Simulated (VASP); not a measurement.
# NiO2 (P-3m1) in VASP: further runs

NiO2 is run at these levels: r2SCAN; tasks: single point.

Everything below comes from runs of VASP 6.6.1. Logs are shortened: lines on timing, memory, paths and dates and some standing lists are left out, and cuts for length are marked.

## (1) The cell of the first run

It takes space group P-3m1 (No. 164, trigonal). The conventional cell has a = 2.931 Å, b = 2.931 Å, c = 4.134 Å, α = 90.00°, β = 90.00°, γ = 120.00°. Ni (site symmetry -3m) has 6 O at 1.89 Å within 2.5 Å. O (site symmetry 3m) has 3 Ni at 1.89 Å and 3 O at 2.39 Å within 2.5 Å.

## (2) Single point, r2SCAN

File POSCAR:

```
NiO2
1.0
    2.9307822099      0.0000000000      0.0000000000
   -1.4653911049      2.5381318467      0.0000000000
    0.0000000000      0.0000000000      4.1339368666
Ni O
1 2
Direct
    0.0000000000      0.0000000000      0.5000000000
    0.6666666667      0.3333333333      0.7038965371
    0.3333333333      0.6666666667      0.2961034629
```

File INCAR.step1:

```
SYSTEM = NiO2
  PREC = Accurate
  ENCUT = 520
  ISMEAR = 0
  SIGMA = 0.05
  LREAL = .FALSE.
  LASPH = .TRUE.
  NELM = 100
  NBANDS = 18
  GGA = PE
  ALGO = Normal
  EDIFF = 1E-4
  LWAVE = .TRUE.
  LCHARG = .FALSE.
```

File INCAR.step2:

```
SYSTEM = NiO2
  PREC = Accurate
  ENCUT = 520
  EDIFF = 1E-6
  ISMEAR = 0
  SIGMA = 0.05
  LREAL = .FALSE.
  LASPH = .TRUE.
  NELM = 100
  ALGO = Normal
  ISIF = 2
  LWAVE = .FALSE.
  LCHARG = .FALSE.
  METAGGA = R2SCAN
  LMIXTAU = .TRUE.
  NBANDS = 18
  ISTART = 1
```

File KPOINTS:

```
regular mesh
0
G
  12 12 8
  0 0 0
```

Potentials or basis: VASP PAW PBE potentials, release 64 (Ni, O).

Launch:

```
$ cat potpaw_PBE.64/Ni/POTCAR potpaw_PBE.64/O/POTCAR > POTCAR
$ cp INCAR.step1 INCAR
$ mpirun -np 1 vasp_std > vasp.out
$ cp INCAR.step2 INCAR
$ mpirun -np 1 vasp_std > vasp.out
```

OUTCAR:

```text
SYSTEM = NiO2
   PREC = Accurate
   ENCUT = 520
   EDIFF = 1E-6
   ISMEAR = 0
   LREAL = .FALSE.
   LASPH = .TRUE.
   NELM = 100
   ISIF = 2
   METAGGA = R2SCAN
   ISTART = 1

 ion  position               nearest neighbor table
   1  0.000  0.000  0.500-   2 1.89   3 1.89   3 1.89   2 1.89   2 1.89   3 1.89
   2  0.667  0.333  0.704-   1 1.89   1 1.89   1 1.89
   3  0.333  0.667  0.296-   1 1.89   1 1.89   1 1.89

  LATTYP: Found a hexagonal cell.
 ALAT       =     2.9307822099
 C/A-ratio  =     1.4105233929

  Lattice vectors:

 A1 = (   2.9307822099,   0.0000000000,   0.0000000000)
 A2 = (  -1.4653911049,   2.5381318467,   0.0000000000)
 A3 = (   0.0000000000,   0.0000000000,   4.1339368666)

Analysis of symmetry for initial positions (statically):
=====================================================================
 Subroutine PRICEL returns:
 Original cell was already a primitive cell.

 Routine SETGRP: Setting up the symmetry group for a
 hexagonal supercell.

 Subroutine GETGRP returns: Found 12 space group operations
 (whereof 12 operations were pure point group operations)
 out of a pool of 24 trial point group operations.

The static configuration has the point symmetry D_3d.

Analysis of symmetry for dynamics (positions and initial velocities):
=====================================================================
 Subroutine PRICEL returns:
 Original cell was already a primitive cell.

 Routine SETGRP: Setting up the symmetry group for a
 hexagonal supercell.

 Subroutine GETGRP returns: Found 12 space group operations
 (whereof 12 operations were pure point group operations)
 out of a pool of 24 trial point group operations.

The dynamic configuration has the point symmetry D_3d.

 Subroutine INISYM returns: Found 12 space group operations
 (whereof 12 operations are pure point group operations),
 and found     1 'primitive' translations

----------------------------------------------------------------------------------------

                                     Primitive cell

  volume of cell :      30.7512

  direct lattice vectors                    reciprocal lattice vectors
     2.930782210  0.000000000  0.000000000     0.341205838  0.196995282  0.000000000
    -1.465391105  2.538131847  0.000000000     0.000000000  0.393990565  0.000000000
     0.000000000  0.000000000  4.133936867     0.000000000  0.000000000  0.241900163

  length of vectors
     2.930782210  2.930782210  4.133936867     0.393990565  0.393990565  0.241900163

  position of ions in fractional coordinates (direct lattice)
     0.000000000  0.000000000  0.500000000
     0.666666667  0.333333333  0.703896537
     0.333333333  0.666666667  0.296103463

  ion indices of the primitive-cell ions
   primitive index   ion index
                 1           1
                 2           2
                 3           3

----------------------------------------------------------------------------------------

 KPOINTS: regular mesh

Automatic generation of k-mesh.
 Grid dimensions read from file:
 generate k-points for:   12   12    8

 Generating k-lattice:

  Cartesian coordinates                     Fractional coordinates (reciprocal lattice)
     0.028433820  0.016416274  0.000000000     0.083333333 -0.000000000  0.000000000
     0.000000000  0.032832547  0.000000000     0.000000000  0.083333333  0.000000000
     0.000000000  0.000000000  0.030237520     0.000000000  0.000000000  0.125000000

  Length of vectors
     0.032832547  0.032832547  0.030237520

  Shift w.r.t. Gamma in fractional coordinates (k-lattice)
     0.000000000  0.000000000  0.000000000

 Subroutine IBZKPT returns following result:
 ===========================================

 Found    131 irreducible k-points:

 Following reciprocal coordinates:
            Coordinates               Weight
  0.000000  0.000000  0.000000      1.000000
  0.083333  0.000000  0.000000      6.000000
  0.166667  0.000000  0.000000      6.000000
  0.250000  0.000000  0.000000      6.000000
  0.333333  0.000000  0.000000      6.000000
  0.416667  0.000000  0.000000      6.000000
[... 16 lines left out ...]
  0.166667  0.000000  0.125000      6.000000
  0.000000  0.166667  0.125000      6.000000
 [... further k-points ...]
   k-points           NKPTS =    131   k-points in BZ     NKDIM =    131   number of bands    NBANDS=     18
   number of dos      NEDOS =    301   number of ions     NIONS =      3
   total plane-waves  NPLWV =  18432
   dimension x,y,z NGX =    24 NGY =   24 NGZ =   32
   dimension x,y,z NGXF=    48 NGYF=   48 NGZF=   64
   ions per type =               1   2
   NGX,Y,Z   is equivalent  to a cutoff of  13.61, 13.61, 12.87 a.u.
   NGXF,Y,Z  is equivalent  to a cutoff of  27.23, 27.23, 25.74 a.u.
 SYSTEM =  NiO2
   PREC   = accura    normal or accurate (medium, high low for compatibility)
   ISTART =      1    job   : 0-new  1-cont  2-samecut
   ICHARG =      0    charge: 1-file 2-atom 10-const
   ISPIN  =      1    spin polarized calculation?
   LNONCOLLINEAR =      F non collinear calculations
   LSORBIT =      F    spin-orbit coupling
   LASPH  =      T    aspherical Exc in radial PAW
   ENCUT  =  520.0 eV  38.22 Ry    6.18 a.u.   5.45  5.45  7.69*2*pi/ulx,y,z
   NELM   =    100;   NELMIN=  2; NELMDL=  0     # of ELM steps
   EDIFF  = 0.1E-05   stopping-criterion for ELM
   LREAL  =      F    real-space projection
   EDIFFG = 0.1E-04   stopping-criterion for IOM
   NSW    =      0    number of steps for IOM
   IBRION =     -1    ionic relax: 0-MD 1-quasi-New 2-CG
   NFREE  =      0    steps in history (QN), initial steepest desc. (CG)
   ISIF   =      2    stress and relaxation
   ISYM   =      2    0-nonsym 1-usesym 2-fastsym
   POTIM  = 0.5000    time-step for ionic-motion
   TEBEG  =    0.0;   TEEND  =   0.0 temperature during run
   PSTRESS=    0.0 pullay stress
   NELECT =      22.0000    total number of electrons
   NUPDOWN=      -1.0000    fix difference up-down
   EMIN   =  10.00;   EMAX   =-10.00  energy-range for DOS
   EFERMI =   0.00;   METHOD = LEGACY
   ISMEAR =     0;   SIGMA  =   0.05  broadening in eV -4-tet -1-fermi 0-gaus
   EFERMI_NEDOS =   21; number of points for ismear=-14 and -15
   IALGO  =     38    algorithm
   IMIX   =      4    mixing-type and parameters
     AMIX     =   0.40;   BMIX     =  1.00
     AMIX_MAG =   1.60;   BMIX_MAG =  1.00
  volume/ion in A,a.u.               =      10.25        69.17
  Fermi-wavevector in a.u.,A,eV,Ry     =   1.464182  2.766904 29.168582  2.143830
  Thomas-Fermi vector in A             =   2.580189
   LORBIT       =      0    0 simple, 1 ext, 2 COOP (PROOUT), +10 PAW based schemes
   METAGGA = R2SCAN    functional components
   LHFCALC =     F    Hartree Fock is set to
   AEXX    =    0.0000 exact exchange contribution
   IVDW    =     0    specifies the selected vdW correction
   LEPSILON=     F    determine dielectric tensor
   LRPA    =     F    only Hartree local field effects (RPA)
 non-spin polarized calculation
 Gauss-broadening in eV      SIGMA  =   0.05
  energy-cutoff  :      520.00
  volume of cell :       30.75
 maximum number of plane-waves:       852
 NGX is ok and might be reduce to    24

 number of electron      22.0000005 magnetization

 Free energy of the ion-electron system (eV)
  ---------------------------------------------------
  ext. energy  EPLUGINS =         0.00000000
  ---------------------------------------------------
  free energy    TOTEN  =       -26.22516027 eV

  energy without entropy =      -26.22516027  energy(sigma->0) =      -26.22516027

 E-fermi :   2.8219     XC(G=0): -11.7656

 val. band max:        2.5670642333   @ k =   0.2500   0.0000   0.1250
 cond. band min:       3.4427632847   @ k =   0.3333   0.0000   0.2500
 fundamental gap:      0.8756990514
 Fermi energy:         2.8219353321

 k-point     1 :       0.0000    0.0000    0.0000
  band No.  band energies     occupation
      1     -17.9094      2.00000
      2     -14.9890      2.00000
      3      -3.1817      2.00000
      4      -3.1817      2.00000
      5      -2.9417      2.00000
      6       0.2533      2.00000
[... 10 lines left out ...]
     17      21.9077      0.00000
     18      21.9077      0.00000

 k-point     2 :       0.0833    0.0000    0.0000
  band No.  band energies     occupation
      1     -17.8284      2.00000
      2     -15.0200      2.00000
      3      -3.1596      2.00000
      4      -3.1176      2.00000
      5      -2.8491      2.00000
      6       0.0565      2.00000
[... 10 lines left out ...]
     17      21.3303      0.00000
     18      22.1645      0.00000

 k-point     3 :       0.1667    0.0000    0.0000
  band No.  band energies     occupation
      1     -17.5958      2.00000
      2     -15.1085      2.00000
      3      -3.0936      2.00000
      4      -2.9328      2.00000
      5      -2.5852      2.00000
      6      -0.5514      2.00000
[... 10 lines left out ...]
     17      20.6802      0.00000
     18      22.8745      0.00000

 k-point     4 :       0.2500    0.0000    0.0000
  band No.  band energies     occupation
      1     -17.2452      2.00000
      2     -15.2472      2.00000
      3      -3.0295      2.00000
      4      -2.6528      2.00000
      5      -2.2224      2.00000
      6      -1.2667      2.00000
[... 375 lines left out ...]
      4      -3.1074      2.00000
      5      -2.7155      2.00000
      6       0.0528      2.00000
[... 10 lines left out ...]
     17      21.3398      0.00000
     18      22.1493      0.00000

 k-point    23 :       0.1667    0.0000    0.1250
  band No.  band energies     occupation
      1     -17.5706      2.00000
      2     -15.1466      2.00000
      3      -3.1780      2.00000
      4      -2.9419      2.00000
      5      -2.4221      2.00000
      6      -0.5692      2.00000
[... 10 lines left out ...]
     17      20.5068      0.00000
     18      22.8770      0.00000

 k-point    24 :       0.0000    0.1667    0.1250
  band No.  band energies     occupation
      1     -17.5688      2.00000
      2     -15.1503      2.00000
      3      -3.1500      2.00000
      4      -2.9160      2.00000
      5      -2.4551      2.00000
      6      -0.5431      2.00000
[... 10 lines left out ...]
     17      20.6845      0.00000
     18      22.8377      0.00000

 [... further k-points ...]

------------------------ aborting loop because EDIFF is reached ----------------------------------------

  FORCE on cell =-STRESS in cart. coord.  units (eV):
  Direction    XX          YY          ZZ          XY          YZ          ZX
  --------------------------------------------------------------------------------------
  -------------------------------------------------------------------------------------
  Total       -3.0704463     -3.0704463      1.2105232     -0.0000000      0.0000000     -0.0000000
  in kB     -159.9744108   -159.9744108     63.0698968     -0.0000000      0.0000000     -0.0000000
  external PRESSURE =     -85.6263082 kB  Pullay stress =       0.0000000 kB

 VOLUME and BASIS-vectors are now :
 -----------------------------------------------------------------------------
  energy-cutoff  :      520.00
  volume of cell :       30.75
      direct lattice vectors                 reciprocal lattice vectors
     2.930782210  0.000000000  0.000000000     0.341205838  0.196995282  0.000000000
    -1.465391105  2.538131847  0.000000000     0.000000000  0.393990565  0.000000000
     0.000000000  0.000000000  4.133936867     0.000000000  0.000000000  0.241900163

 POSITION                                       TOTAL-FORCE (eV/Angst)
 -----------------------------------------------------------------------------------
      0.00000      0.00000      2.06697         0.000000      0.000000     -0.000000
      1.46539      0.84604      2.90986        -0.000000      0.000000      0.646929
     -0.00000      1.69209      1.22407         0.000000     -0.000000     -0.646929
 -----------------------------------------------------------------------------------
    total drift:                                0.000000     -0.000000      0.000000

  FREE ENERGIE OF THE ION-ELECTRON SYSTEM (eV)
  ---------------------------------------------------
  free  energy   TOTEN  =       -26.2251602720 eV

  energy  without entropy=      -26.2251602720  energy(sigma->0) =      -26.22516027
```

It took 2.3 min on 1 thread of Intel Xeon 6975P-C, shared host; peak memory 0.21 GiB.

Results:

```
Free energy            : -26.2252 eV
Pressure               : -8.6 GPa
Largest force          : 0.647 eV/Å
Band gap on the k mesh : 0.88 eV, indirect (least direct gap 1.04 eV)
```

Forces in eV/Å, atoms in the order of the input:
```
Ni   0.000  0.000  0.000
O    0.000  0.000  0.647
O    0.000  0.000 -0.647
```

Levels at points of the mesh, in eV from the valence-band top:
```csv
k point,band 8,band 9,band 10,band 11,band 12,band 13,band 14,band 15
"(0.00, 0.00, 0.00)",-1.13,-1.13,-0.40,-0.29,2.32,2.32,8.13,11.68
"(0.50, 0.00, 0.00)",-2.24,-1.99,-1.83,-1.06,1.38,2.43,13.03,13.52
"(0.00, 0.00, 0.50)",-2.01,-1.22,-1.22,-0.08,2.41,2.41,10.40,10.83
"(0.50, 0.00, 0.50)",-2.24,-1.98,-1.20,-0.90,1.39,2.27,11.96,13.52
```

Caveat: the PAW data sets were made with another functional, which shifts forces and pressure a little.

## (3) Single point, r2SCAN

This run uses another cell than the first one, of the same volume but with other edges.

File POSCAR:

```
NiO2
1.0
    2.6125389453      0.0000000000      0.0000000000
   -1.3062694726      2.2625250950      0.0000000000
    0.0000000000      0.0000000000      5.2024197137
Ni O
1 2
Direct
    0.0000000000      0.0000000000      0.5000000000
    0.6666666667      0.3333333333      0.7038965371
    0.3333333333      0.6666666667      0.2961034629
```

File INCAR.step1:

```
SYSTEM = NiO2
PREC = Accurate
ENCUT = 520
ISMEAR = 0
SIGMA = 0.05
LREAL = .FALSE.
LASPH = .TRUE.
NELM = 80
NBANDS = 18
GGA = PE
ALGO = Normal
EDIFF = 1E-4
LWAVE = .TRUE.
LCHARG = .FALSE.
```

File INCAR.step2:

```
SYSTEM = NiO2
PREC = Accurate
ENCUT = 520
EDIFF = 1E-7
ISMEAR = 0
SIGMA = 0.05
LREAL = .FALSE.
LASPH = .TRUE.
NELM = 80
ALGO = Normal
ISIF = 2
LWAVE = .FALSE.
LCHARG = .FALSE.
METAGGA = R2SCAN
LMIXTAU = .TRUE.
NBANDS = 18
ISTART = 1
```

File KPOINTS:

```
Automatic mesh
0
G
  12 12 8
  0 0 0
```

Potentials or basis: VASP PAW PBE potentials, release 64 (Ni, O).

Launch:

```
$ cat potpaw_PBE.64/Ni/POTCAR potpaw_PBE.64/O/POTCAR > POTCAR
$ cp INCAR.step1 INCAR
$ mpirun -np 1 vasp_std > vasp.out
$ cp INCAR.step2 INCAR
$ mpirun -np 1 vasp_std > vasp.out
```

Wall time 3.6 min (1 thread of Intel Xeon 6975P-C, shared host); peak memory 0.2 GiB.

The run converged. Its results:

```yaml
Free_energy: -26.0666 eV
Pressure: 12.6 GPa
Largest_force: 0.850 eV/Å
Band_gap_on_the_k_mesh: 1.77 eV, indirect (least direct gap 1.90 eV)
```

Forces on the atoms (eV/Å):
```
Ni   0.000  0.000  0.000
O    0.000  0.000 -0.850
O    0.000  0.000  0.850
```

Stress tensor (GPa, compression positive):
```
 23.94   0.00   0.00
  0.00  23.94   0.00
  0.00   0.00 -10.17
```

Levels at points of the mesh, in eV from the valence-band top:
```
           k point  band 7  band 8  band 9  band 10  band 11  band 12  band 13  band 14  band 15  band 16
(0.00, 0.00, 0.00)   -2.26   -1.00   -0.78    -0.21    -0.21     2.95     2.95     9.38    13.70    14.84
(0.50, 0.00, 0.00)   -2.06   -1.87   -1.75    -1.63    -0.79     2.65     2.84    13.80    15.31    16.36
(0.00, 0.00, 0.50)   -2.26   -1.85   -0.45    -0.22    -0.22     2.96     2.96    11.39    11.65    14.82
(0.50, 0.00, 0.50)   -1.93   -1.76   -1.72    -1.63    -0.82     2.67     2.81    13.18    14.86    16.94
```

Caveat: the PAW data sets were made with another functional, which shifts forces and pressure a little.

## (4) Single point, r2SCAN

This run uses another cell than the first one, of the same volume but with other edges.

File POSCAR:

```
NiO2
1.0
    2.8544815884      0.0000000000      0.0000000000
   -1.4272407942      2.4720535702      0.0000000000
    0.0000000000      0.0000000000      4.3578917773
Ni O
1 2
Direct
    0.0000000000      0.0000000000      0.5000000000
    0.6666666667      0.3333333333      0.7038965371
    0.3333333333      0.6666666667      0.2961034629
```

File INCAR.step1:

```
SYSTEM = NiO2
ALGO = Normal
EDIFF = 1E-4
ENCUT = 520
GGA = PE
ISMEAR = 0
LASPH = .TRUE.
LCHARG = .FALSE.
LREAL = .FALSE.
LWAVE = .TRUE.
NBANDS = 18
NELM = 60
PREC = Accurate
SIGMA = 0.05
```

File INCAR.step2:

```
SYSTEM = NiO2
ALGO = Normal
EDIFF = 1E-6
ENCUT = 520
ISIF = 2
ISMEAR = 0
ISTART = 1
LASPH = .TRUE.
LCHARG = .TRUE.
LELF = .TRUE.
LMIXTAU = .TRUE.
LREAL = .FALSE.
LVHAR = .TRUE.
LWAVE = .FALSE.
METAGGA = R2SCAN
NBANDS = 18
NELM = 60
PREC = Accurate
SIGMA = 0.05
```

File KPOINTS:

```
k-points
0
G
  12 12 8
  0 0 0
```

Launch:

```
$ cat potpaw_PBE.64/Ni/POTCAR potpaw_PBE.64/O/POTCAR > POTCAR
$ cp INCAR.step1 INCAR
$ mpirun -np 1 vasp_std > vasp.out
$ cp INCAR.step2 INCAR
$ mpirun -np 1 vasp_std > vasp.out
```

Run time: 2.5 min. Hardware: 1 thread of Intel Xeon 6975P-C, shared host; peak memory 0.2 GiB.

It converged, with:

| Property | Result |
| --- | --- |
| Free energy | -26.4003 eV |
| Pressure | -3.7 GPa |
| Largest force | 0.453 eV/Å |
| Band gap on the k mesh | 1.17 eV, indirect (least direct gap 1.35 eV) |

Forces on the atoms (eV/Å):
```
Ni   0.000  0.000  0.000
O    0.000  0.000  0.453
O    0.000  0.000 -0.453
```

Stress tensor (GPa, compression positive):
```
-7.65  0.00  0.00
 0.00 -7.65  0.00
 0.00  0.00  4.25
```

Levels at points of the mesh, in eV from the valence-band top:
```csv
k point,band 9,band 10,band 11,band 12,band 13,band 14
"(0.00, 0.00, 0.00)",-1.00,-0.43,-0.38,2.53,2.53,8.52
"(0.50, 0.00, 0.00)",-1.91,-1.90,-1.09,1.69,2.55,13.71
"(0.00, 0.00, 0.50)",-1.06,-1.06,-0.07,2.59,2.59,10.74
"(0.50, 0.00, 0.50)",-1.91,-1.24,-1.13,1.71,2.43,12.50
```

Caveat: the PAW data sets were made with another functional, which shifts forces and pressure a little. Spin polarisation is off, so any magnetic state and its effect on volume and gap are missing.

[end of part 1 of 2]
